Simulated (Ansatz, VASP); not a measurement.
## Hf in VASP and in Ansatz

Contents of INCAR:

```
  PREC = Accurate
  ENCUT = 520
  EDIFF = 1E-8
  ISMEAR = -1
  SIGMA = 0.08
  LREAL = F
  LASPH = T
  NELM = 80
  ALGO = Normal
  ISIF = 2
  LWAVE = F
  LCHARG = F
  GGA = PE
  LEFG = T
  NBANDS = 11
```

File KPOINTS:

```
Automatic mesh
0
Gamma
  16 16 16
```

POSCAR

```
Hf
1.0
   -1.7744008684      1.7744008684      1.7744008684
    1.7744008684     -1.7744008684      1.7744008684
    1.7744008684      1.7744008684     -1.7744008684
Hf
1
Direct
    0.0000000000      0.0000000000      0.0000000000
```

Input for Ansatz:

```yaml
crystal:
  lattice:
    - [-1.7744008684, 1.7744008684, 1.7744008684]
    - [1.7744008684, -1.7744008684, 1.7744008684]
    - [1.7744008684, 1.7744008684, -1.7744008684]
  atoms:
    - { symbol: Hf, position: [0.0, 0.0, 0.0] }
kpoints:
  mp_grid: { grid: [16, 16, 16] }
scf:
  occupations: { method: fermi_dirac, width: 0.08 }
hamiltonian:
  xc: pbe
  pseudopotentials: { kind: paw }
output:
  forces: true
  stress: true
  eigenvalues: true
  efg: { contact_densities: true }
```

Change from the starting cell: volume scaled by 0.95, PAW files.

Alike in both runs: task electric field gradients; functional PBE; k mesh 16 × 16 × 16; occupations fermi-dirac, width 0.08 eV; no spin polarisation.

|  | VASP | Ansatz |
| --- | --- | --- |
| version | VASP 6.6.1 | Ansatz 0.2.0 |
| potentials or method | VASP PAW PBE potentials, release 64 (Hf_pv) | PAW with Ansatz's default frozen-core files, scalar-relativistic |
| plane-wave cutoff (eV) | 520 | 420 |
| valence electrons in the cell | 10 | 26 |

|  | VASP | Ansatz | Ansatz less VASP |
| --- | --- | --- | --- |
| pressure (GPa) | -0.5 | -0.1 | +0.34 |

The functional is the same, so the differences come from potentials, cutoffs and numerics. VASP's potentials hold 10 valence electrons a cell and Ansatz's 26, so a difference there can come from the potentials and not from the codes.

Neither program's run includes spin-orbit coupling.
